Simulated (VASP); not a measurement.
Runs of VASP 6.6.1 on Ge. The structure is that of space group P6_3/mmc (No. 194), or close to it. The cells are those of the table. This isn't the form of Ge at room conditions, which is diamond.

```csv
cell,gap on the mesh (eV),pressure (GPa),largest force (eV/Å)
"a = 2.969, b = 2.969, c = 4.728 Å, angles 90.0, 90.0, 119.8°, 2 atoms",none,(a),-
"a = 2.946, b = 2.946, c = 4.728 Å, angles 90.0, 90.0, 119.3°, 2 atoms",none,2.0,0.01
"a = 2.980, b = 2.980, c = 4.728 Å, angles 90.0, 90.0, 120.1°, 2 atoms",none,0.8,-
"a = 2.957, b = 2.957, c = 4.728 Å, angles 90.0, 90.0, 119.6°, 2 atoms",none,1.6,0.01
```

Alike in all rows: task single point; level PBEsol; potentials or basis VASP PAW PBE potentials, release 64 (Ge_d); no spin polarisation; k mesh 18 × 18 × 10; cutoff (eV) 520; smearing gaussian 0.15 eV.

Problem. Fill in the values left out.

Solution. (a) 1.2.

Caveats: the PAW data sets were made with another functional, which shifts forces and pressure a little.

A k mesh can miss the band edges, and the runs leave out spin-orbit coupling on Ge.

A gap of «none» marks levels without a gap at the run's occupations.
